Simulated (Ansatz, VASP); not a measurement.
## ZrC in VASP and in Ansatz

The input INCAR:

```
SYSTEM = ZrC
PREC = Accurate
ENCUT = 520
EDIFF = 1E-6
ISMEAR = 0
SIGMA = 0.1
LREAL = .FALSE.
LASPH = .TRUE.
NELM = 80
ALGO = Normal
ISIF = 2
LWAVE = .FALSE.
LCHARG = .FALSE.
GGA = PS
NBANDS = 15
```

File KPOINTS:

```
Automatic mesh
0
G
  14 14 14
  0 0 0
```

The input POSCAR:

```
ZrC
1.0
    0.0000000000      2.3502100000      2.3502100000
    2.3502100000      0.0000000000      2.3502100000
    2.3502100000      2.3502100000      0.0000000000
Zr C
1 1
Direct
    0.4824526319      0.4806570477      0.5809076636
    0.0000000000      0.0000000000      0.0000000000
```

Input for Ansatz:

```yaml
crystal:
  lattice:
    - [0.0, 2.35021, 2.35021]
    - [2.35021, 0.0, 2.35021]
    - [2.35021, 2.35021, 0.0]
  atoms:
    - { symbol: Zr, position: [0.4824526319, 0.4806570477, 0.5809076636] }
    - { symbol: C, position: [0.0, 0.0, 0.0] }
basis:
  ecutwfc: 420
kpoints:
  mp_grid: { grid: [14, 14, 14] }
hamiltonian:
  xc: pbesol
scf:
  occupations: { method: gaussian, width: 0.1 }
output:
  forces: true
  stress: true
  eigenvalues: true
```

Change from the starting cell: one atom moved.

Alike in both runs: task single point; functional PBEsol; k mesh 14 × 14 × 14; occupations gaussian, width 0.1 eV; no spin polarisation.

|  | VASP | Ansatz |
| --- | --- | --- |
| version | VASP 6.6.1 | Ansatz 0.2.0 |
| potentials or method | VASP PAW PBE potentials, release 64 (Zr_sv, C), cutoff 520 eV | scalar-relativistic, plane waves, PAW |
| valence electrons in the cell | 16 | 16 |

|  | VASP | Ansatz | Ansatz less VASP |
| --- | --- | --- | --- |
| gap on the k mesh at the Fermi level (eV) | none | none | - |
| pressure (GPa) | -0.3 | -0.7 | -0.35 |
| traceless stress, the component that is largest in VASP (GPa) | -2.70 | -2.69 | +0.015 |
| rms of the force components (eV/Å) | 0.814 | 0.807 | -0.0068 |

VASP's potentials were made for PBE, not for PBEsol. Atom by atom the forces differ by 0.007 eV/Å (rms over components). A gap of «none» marks a metal or a gap that the smearing closes.
